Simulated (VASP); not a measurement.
# Sr6Te: single point with PBE

Crystal: Sr6Te.

```
Sr Te
1.0
     5.85632    0.00000    0.00000
     0.00000    5.85632    0.00000
     0.00000    0.00000    5.85632
Sr Te
6 1
Direct
  0.80012 0.50000 0.50000
  0.19988 0.50000 0.50000
  0.50000 0.50000 0.80012
  0.50000 0.50000 0.19988
  0.50000 0.19988 0.50000
  0.50000 0.80012 0.50000
  0.00000 0.00000 0.00000
```

The cell was built from a structure type or drawn by symmetry, and may not be a known phase.

```json
{
  "Program": "VASP 6.6.1",
  "Task": "single point",
  "Functional": "PBE",
  "Potentials or basis": "VASP PAW PBE potentials, release 64 (Sr_sv, Te)",
  "Cutoff": "520 eV",
  "k mesh": "4 × 4 × 4",
  "Occupations": "gaussian, width 0.1 eV",
  "Spin": "no spin polarisation"
}
```

```yaml
Pressure: 34.0 GPa
Largest_force: 3.078 eV/Å
```

Forces in eV/Å, atoms in the order of the input:
```
Sr   3.078  0.000  0.000
Sr  -3.078  0.000  0.000
Sr   0.000  0.000  3.078
Sr   0.000  0.000 -3.078
Sr   0.000 -3.078  0.000
Sr   0.000  3.078  0.000
Te   0.000  0.000  0.000
```

Levels at points of the mesh, in eV from the Fermi level:
| k point | band 31 | band 32 | band 33 | band 34 | band 35 | band 36 |
| --- | --- | --- | --- | --- | --- | --- |
| (0.00, 0.00, 0.00) | -1.10 | -1.04 | -1.04 | 0.81 | 0.81 | 0.81 |
| (0.50, 0.00, 0.00) | -0.92 | -0.35 | -0.35 | 0.16 | 0.40 | 0.51 |
| (0.50, 0.50, 0.00) | -0.30 | -0.30 | -0.29 | 0.47 | 0.47 | 0.72 |
| (0.50, 0.50, 0.50) | -1.03 | -1.03 | -0.90 | 0.29 | 0.29 | 0.29 |

It took 55 s on 1 thread of Intel(R) Xeon(R) 6975P-C (Granite Rapids), with other jobs on the host, peak memory 0.34 GiB.

Caveat: the cell stands under pressure; spin-orbit coupling is left out, which moves the levels of the heavy elements; forces of over 1 eV/Å act on the atoms, so gaps and moduli don't describe the material at rest.
